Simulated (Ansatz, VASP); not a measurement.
# NaC2: VASP beside Ansatz

```xyz
6
Lattice="4.4990 0.0000 0.0000 0.0000 4.4990 0.0000 0.0000 0.0000 5.2440" Properties=species:S:1:pos:R:3 pbc="T T T"
Na    0.0000    0.0000    0.0000
Na    2.2495    2.2495    2.6220
C     1.8016    1.8016    0.0000
C     0.4479    4.0511    2.6220
C     2.6973    2.6973    0.0000
C     4.0511    0.4479    2.6220
```

Alike in both runs: functional PBE; k mesh 4 × 4 × 6; occupations gaussian, width 0.1 eV; no spin polarisation.

Ansatz relaxed the structure, and its values are those at the end. VASP's run is a single point on that final structure, the one shown.

|  | VASP | Ansatz |
| --- | --- | --- |
| version | VASP 6.6.1 | Ansatz 0.2.0 |
| potentials or method | VASP PAW PBE potentials, release 64 (Na_sv, C), cutoff 1130 eV | scalar-relativistic, plane waves, PAW |
| valence electrons in the cell | 34 | 34 |

```csv
,VASP,Ansatz,Ansatz less VASP
gap on the k mesh at the Fermi level (eV),none,none,-
pressure (GPa),-0.1,0.0,+0.04
rms of the force components (eV/Å),0.035,0.002,-0.0331
```

A gap of «none» marks a metal or a gap that the smearing closes. With one functional, cell and mesh, what is left measures potentials, basis and numerics.
